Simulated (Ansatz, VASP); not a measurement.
# NaCl in VASP and in Ansatz

```
Na Cl
1.0
     3.44744    0.00000    0.00000
     0.00000    3.44744    0.00000
     0.00000    0.00000    3.44744
Na Cl
1 1
Direct
  0.00000 0.00000 0.00000
  0.50000 0.50000 0.50000
```

Change from the starting cell: hydrostatic strain -0.3%.

Alike in both runs: task single point; functional r2SCAN; k mesh 8 × 8 × 8; no spin polarisation.

```csv
,VASP,Ansatz
version,VASP 6.6.1,Ansatz 0.2.0
potentials or method,"VASP PAW PBE potentials, release 64 (Na_pv, Cl)","plane waves, PAW"
plane-wave cutoff (eV),520,500
occupations,"gaussian, width 0.01 eV",fixed
valence electrons in the cell,14,16
```

|  | VASP | Ansatz | Ansatz less VASP |
| --- | --- | --- | --- |
| gap on the k mesh at the Fermi level (eV) | 4.99 | 4.96 | -0.035 |
| pressure (GPa) | 0.0 | 0.3 | +0.30 |

VASP's potentials were made for PBE, not for r2SCAN. VASP's potentials hold 14 valence electrons a cell and Ansatz's 16, so a difference there can come from the potentials and not from the codes.
